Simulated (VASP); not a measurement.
The system is LiSn2.

```
Li Sn
1.0
     4.94044    0.00000    0.00000
     0.00000    9.48966    0.00000
     0.00000    0.00000    3.16903
Li Sn
2 4
Direct
  0.00000 0.00000 0.50000
  0.50000 0.50000 0.50000
  0.93839 0.66092 0.00000
  0.56161 0.16092 0.00000
  0.43839 0.83908 0.00000
  0.06161 0.33908 0.00000
```

```yaml
Program: VASP 6.6.1
Task: relaxation of cell and atoms
Functional: PBE
Potentials_or_basis: VASP PAW PBE potentials, release 64 (Li_sv, Sn_d)
Cutoff: 600 eV
k_mesh: 4 × 2 × 6
Occupations: gaussian, width 0.1 eV
Spin: no spin polarisation
```

At the start: pressure -0.2 GPa; volume 24.76 Å³/atom.

Question: How do energy, volume and symmetry change on relaxing?

Answer: Over 22 steps the energy falls by 4.6 meV/atom and the volume is 24.61 Å³/atom (-0.6 %); space group Pbam (No. 55, to 0.1 Å) before and after.

The path:
```tsv
step	energy change (eV)	largest force (eV/Å)	pressure (GPa)	volume (Å³)
1	0.0000	0.1455	-0.20	148.57
2	-0.0045	0.1157	0.02	147.90
3	-0.0073	0.0804	0.25	146.95
4	-0.0102	0.0448	0.01	147.60
5	-0.0108	0.0316	-0.14	148.04
6	-0.0121	0.0403	-0.03	147.76
7	-0.0127	0.0536	0.03	147.52
8	-0.0127	0.0594	0.04	147.44
9	-0.0140	0.0494	0.00	147.55
10	-0.0148	0.0448	-0.04	147.68
11	-0.0149	0.0537	-0.08	147.91
12	-0.0151	0.0475	-0.04	147.79
13	-0.0160	0.0433	-0.04	147.76
14	-0.0165	0.0438	-0.03	147.74
15	-0.0168	0.0481	0.00	147.69
16	-0.0174	0.0467	-0.02	147.67
17	-0.0190	0.0493	0.02	147.61
18	-0.0215	0.0547	0.05	147.48
19	-0.0243	0.0713	0.13	147.22
20	-0.0266	0.0362	-0.08	147.87
21	-0.0269	0.0441	-0.04	147.72
22	-0.0276	0.0103	-0.07	147.67
```

Final structure:
```
Li Sn
1.0
     4.86201    0.00000    0.00000
     0.00000    9.65652    0.00000
     0.00000    0.00000    3.14529
Li Sn
2 4
Cartesian
  0.0000 9.6565 1.5726
  2.4310 4.8283 1.5726
  4.7210 6.3378 0.0000
  2.5721 1.5095 0.0000
  2.2900 8.1470 0.0000
  0.1410 3.3187 3.1453
```

Caveat: the cutoff is under 1.25 times the usual one of these potentials, so pressure, stress and relaxed cells hold a basis-set (Pulay) error.
